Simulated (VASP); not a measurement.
Input of a VASP 6.6.1 run:

File INCAR:

```
SYSTEM = Si7Ge
ALGO = Normal
EDIFF = 1E-7
ENCUT = 520
GGA = PS
ISIF = 2
ISMEAR = 0
LASPH = .True.
LCHARG = .False.
LREAL = .False.
LWAVE = .False.
NBANDS = 31
NELM = 60
PREC = Accurate
SIGMA = 0.03
```

Contents of KPOINTS:

```
k-points
0
Gamma
  6 6 6
  0 0 0
```

POSCAR

```
Si7Ge
1.0
    5.4591768144      0.0000000000      0.0000000000
    0.0000000000      5.4591768144      0.0000000000
    0.0000000000      0.0000000000      5.4591768144
Si Ge
7 1
Direct
    0.2525976817      0.2525976817      0.2525976817
    0.0000000000      0.5000000000      0.5000000000
    0.5000000000      0.5000000000      0.0000000000
    0.5000000000      0.0000000000      0.5000000000
    0.7474023183      0.2525976817      0.7474023183
    0.7474023183      0.7474023183      0.2525976817
    0.2525976817      0.7474023183      0.7474023183
    0.0000000000      0.0000000000      0.0412150051
```

Potentials or basis: VASP PAW PBE potentials, release 64 (Si, Ge_d).

Command:

```bash
$ cat potpaw_PBE.64/Si/POTCAR potpaw_PBE.64/Ge_d/POTCAR > POTCAR
$ mpirun -np 1 vasp_std > vasp.out
```

(1) Estimate the pressure.

(2) What does it give for the band gap on the k mesh?

(3) What does it give for the largest force?

## Answers

(1) 0.5 GPa.

(2) 0.13 eV.

(3) 2.719 eV/Å.

Caveat: the cell differs from its parent crystal (atom 8 (Ge) moved +0.225 Å along Cartesian [0 0 1]); the PAW data sets were made with another functional, which shifts forces and pressure a little.
